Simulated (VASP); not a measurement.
Wanted: the native input for a VASP 6.6.1 run.

```
Task                   : single point
Functional             : LDA
Potentials or basis    : VASP PAW LDA potentials, release 64 (Si, O)
Cutoff                 : 600 eV
k mesh                 : 6 × 6 × 4
Occupations            : gaussian, width 0.01 eV
Spin                   : no spin polarisation
Dipole correction      : no
Further INCAR settings : ALGO = Normal; EDIFF = 1e-06; NBANDS = 34
```

The structure of SiO2 lies in POSCAR:

```
SiO2
1.0
    5.0605220000      0.0000000000      0.0000000000
   -2.5302610000      4.3825406084      0.0000000000
    0.0000000000      0.0000000000      5.5413530000
Si O
3 6
Direct
    0.0000000000      0.5000000000      0.3333333333
    0.5000000000      0.0000000000      0.0000000000
    0.5000000000      0.5000000000      0.6666666667
    0.5827890000      0.7913945000      0.8333333333
    0.2086055000      0.4172110000      0.5000000000
    0.2086055000      0.7913945000      0.1666666667
    0.4172110000      0.2086055000      0.8333333333
    0.7913945000      0.2086055000      0.1666666667
    0.7913945000      0.5827890000      0.5000000000
```

These files were run (other wordings do the same):

INCAR

```
PREC = Accurate
ENCUT = 600
EDIFF = 1E-6
ISMEAR = 0
SIGMA = 0.01
LREAL = False
LASPH = True
NELM = 120
ALGO = Normal
ISIF = 2
LWAVE = False
LCHARG = False
NBANDS = 34
GGA_COMPAT = False
```

KPOINTS

```
Automatic mesh
0
Gamma
  6 6 4
```

Potentials or basis: VASP PAW LDA potentials, release 64 (Si, O).

Command:

```sh
$ cat potpaw_LDA.64/Si/POTCAR potpaw_LDA.64/O/POTCAR > POTCAR
$ mpirun -np 1 vasp_std > vasp.out
```

It gave:

```json
{
 "Pressure": "-1.4 GPa",
 "Largest force": "0.016 eV/Å",
 "Band gap on the k mesh": "5.45 eV (least direct gap 5.65 eV)"
}
```

It took 75 s on 1 thread of AMD EPYC 7R43 64-Core Processor (Zen 3), with other jobs on the host, peak memory 0.21 GiB.
